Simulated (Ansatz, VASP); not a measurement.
**Ge in VASP and in Ansatz**

```xyz
12
Lattice="5.9046 0.0000 0.0000 0.0000 5.9046 0.0000 0.0000 0.0000 6.9951" Properties=species:S:1:pos:R:3 pbc="T T T"
Ge    0.5299    0.5299    0.0000
Ge    2.4223    3.4822    5.2464
Ge    5.3746    5.3746    3.4976
Ge    3.4822    2.4223    1.7488
Ge    1.0177    2.1892    1.8163
Ge    0.7631    3.9700    0.0675
Ge    4.8869    3.7154    5.3139
Ge    5.1415    1.9346    3.5651
Ge    3.9700    0.7631    6.9276
Ge    3.7154    4.8869    1.6812
Ge    1.9346    5.1415    3.4300
Ge    2.1892    1.0177    5.1788
```

Alike in both runs: functional PBEsol; k mesh 3 × 3 × 3; occupations fermi-dirac, width 0.05 eV; no spin polarisation.

Ansatz relaxed the structure, and its values are those at the end. VASP's run is a single point on that final structure, the one shown.

```csv
,VASP,Ansatz
version,VASP 6.6.1,Ansatz 0.2.0
potentials or method,"VASP PAW PBE potentials, release 64 (Ge_d), cutoff 520 eV","plane waves (420 eV) with PAW, scalar-relativistic"
valence electrons in the cell,168,168
```

```tsv
	VASP	Ansatz	Ansatz less VASP
pressure (GPa)	0.0	0.0	+0.03
rms of the force components (eV/Å)	0.003	0.003	-0.0002
```

VASP's potentials were made for PBE, not for PBEsol, and Ansatz warns of the same on its side. With one functional, cell and mesh, what is left measures potentials, basis and numerics.
